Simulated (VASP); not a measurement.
C, 2 atoms in the cell. The structure is cubic, space group Fd-3m (No. 227). The conventional cell has a = 3.555 Å, b = 3.555 Å, c = 3.555 Å, α = 90.00°, β = 90.00°, γ = 90.00°. C (site symmetry -43m) has 4 C at 1.54 Å within 2.1 Å.  This cell differs from its parent crystal: volume scaled by 0.99.

* Program: VASP 6.6.1
* Task: electric field gradients
* Functional: PBE
* Potentials or basis: VASP PAW PBE potentials, release 64 (C)
* Cutoff: 520 eV
* k mesh: 20 × 20 × 20
* Occupations: fermi-dirac, width 0.08 eV
* Spin: no spin polarisation
* Dipole correction: no
* Further INCAR settings: ALGO = Normal; EDIFF = 1e-08; NBANDS = 11

Potentials or basis: VASP PAW PBE potentials, release 64 (C).

Command:

```console
$ cat potpaw_PBE.64/C/POTCAR > POTCAR
$ mpirun -np 1 vasp_std > vasp.out
```

Hardware: 1 thread of Intel Xeon 6975P-C, with other jobs on the host.

Q: How long does it take, and how much memory?

A: It took 23 s on 1 thread of Intel Xeon 6975P-C, on a shared host, peak memory 0.14 GiB. Counts: scf iterations 13, k points 256.
